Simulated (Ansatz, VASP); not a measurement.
AlCo: VASP beside Ansatz

INCAR

```
PREC = Accurate
ENCUT = 520
EDIFF = 1E-6
ISMEAR = 0
SIGMA = 0.15
LREAL = False
LASPH = True
NELM = 80
ALGO = Fast
ISIF = 2
LWAVE = False
LCHARG = False
GGA = PS
NBANDS = 13
```

File KPOINTS:

```
regular mesh
0
Gamma
  24 24 24
```

Contents of POSCAR:

```
AlCo
1.0
    2.9021365037      0.0000000000      0.0000000000
    0.0000000000      2.9021365037      0.0000000000
    0.0000000000      0.0000000000      2.6699655834
Al Co
1 1
Direct
    0.0000000000      0.0000000000      0.0000000000
    0.5000000000      0.5000000000      0.5000000000
```

Input for Ansatz:

```yaml
crystal:
  lattice:
    - [2.9021365037, 0.0, 0.0]
    - [0.0, 2.9021365037, 0.0]
    - [0.0, 0.0, 2.6699655834]
  atoms:
    - { symbol: Al, position: [0.0, 0.0, 0.0] }
    - { symbol: Co, position: [0.5, 0.5, 0.5] }
basis:
  ecutwfc: 420
kpoints:
  mp_grid: { grid: [24, 24, 24] }
hamiltonian:
  xc: pbesol
scf:
  occupations: { method: gaussian, width: 0.15 }
output:
  forces: true
  stress: true
  eigenvalues: true
```

Alike in both runs: task single point; functional PBEsol; k mesh 24 × 24 × 24; occupations gaussian, width 0.15 eV; no spin polarisation.

```csv
,VASP,Ansatz
version,VASP 6.6.1,Ansatz 0.2.0
potentials or method,"VASP PAW PBE potentials, release 64 (Al, Co), cutoff 520 eV","scalar-relativistic, plane waves, PAW"
valence electrons in the cell,12,20
```

VASP gave:

* gap on the k mesh at the Fermi level (eV): none
* pressure (GPa): 0.8
* traceless stress, the component that is largest in VASP (GPa): 12.64

Which values does Ansatz return?

gap on the k mesh at the Fermi level (eV): none; pressure (GPa): 1.1; traceless stress, the component that is largest in VASP (GPa): 12.61.

VASP's potentials were made for PBE, not for PBEsol. A gap of «none» marks a metal or a gap that the smearing closes. VASP's potentials hold 12 valence electrons a cell and Ansatz's 20, so a difference there can come from the potentials and not from the codes.
